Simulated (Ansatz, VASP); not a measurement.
## As in VASP and in Ansatz

Contents of INCAR:

```
PREC     = Accurate       # precision mode
ENCUT    = 520            # plane-wave cutoff, eV
EDIFF    = 1E-7           # SCF threshold, eV
ISMEAR   = -1             # smearing method
SIGMA    = 0.02           # smearing width, eV
LREAL    = False          # projectors in reciprocal space
LASPH    = True           # aspherical terms in the spheres
NELM     = 60             # most SCF steps
ALGO     = Normal         # electronic algorithm
ISIF     = 2              # what is computed and relaxed
LWAVE    = False          # write WAVECAR
LCHARG   = False          # write CHGCAR
LDIPOL   = True         
IDIPOL   = 3            
DIPOL    = 0.5 0.5 0.336
GGA      = PE             # functional
NBANDS   = 18             # bands
```

The input KPOINTS:

```
Automatic mesh
0
Gamma
  6 8 1
```

The input POSCAR:

```
As
1.0
    4.8073442379      0.0000000000      0.0000000000
    0.0000000000      3.6157295696      0.0000000000
    0.0000000000      0.0000000000     28.2703730404
As
4
Direct
    0.0757352366      0.0000000000      0.3777643827
    0.4242647634      0.5000000000      0.3777643827
    0.5757352366      0.5000000000      0.2943173041
    0.9242647634      0.0000000000      0.2943173041
```

Input for Ansatz:

```yaml
crystal:
  lattice:
    - [4.8073442379, 0.0, 0.0]
    - [0.0, 3.6157295696, 0.0]
    - [0.0, 0.0, 28.2703730404]
  atoms:
    - { symbol: As, position: [0.0757352366, 0.0, 0.3777643827] }
    - { symbol: As, position: [0.4242647634, 0.5, 0.3777643827] }
    - { symbol: As, position: [0.5757352366, 0.5, 0.2943173041] }
    - { symbol: As, position: [0.9242647634, 0.0, 0.2943173041] }
  periodic: [true, true, false]
kpoints:
  mp_grid: { grid: [6, 8, 1] }
  band_path:
    path: [[0.0, 0.0, 0.0], [0.5, 0.0, 0.0], [0.5, 0.5, 0.0], [0.0, 0.5, 0.0]]
    npoints: 1
hamiltonian:
  xc: pbe
scf:
  occupations: { method: fermi_dirac, width: 0.02 }
  n_extra_bands: 5
output:
  forces: true
  stress: true
  eigenvalues: true
```

Change from the starting cell: uniaxial_y strain -0.5%.

Alike in both runs: task single point; functional PBE; k mesh 6 × 8 × 1; occupations fermi-dirac, width 0.02 eV; no spin polarisation.

|  | VASP | Ansatz |
| --- | --- | --- |
| version | VASP 6.6.1 | Ansatz 0.2.0 |
| potentials or method | VASP PAW PBE potentials, release 64 (As) | plane waves, PAW |
| plane-wave cutoff (eV) | 520 | 420 |
| valence electrons in the cell | 20 | 60 |

```csv
,VASP,Ansatz,Ansatz less VASP
gap on the k mesh at the Fermi level (eV),0.88,0.89,+0.014
rms of the force components (eV/Å),0.233,0.196,-0.0371
```

Atom by atom the forces differ by 0.037 eV/Å (rms over components). VASP's potentials hold 20 valence electrons a cell and Ansatz's 60, so a difference there can come from the potentials and not from the codes.
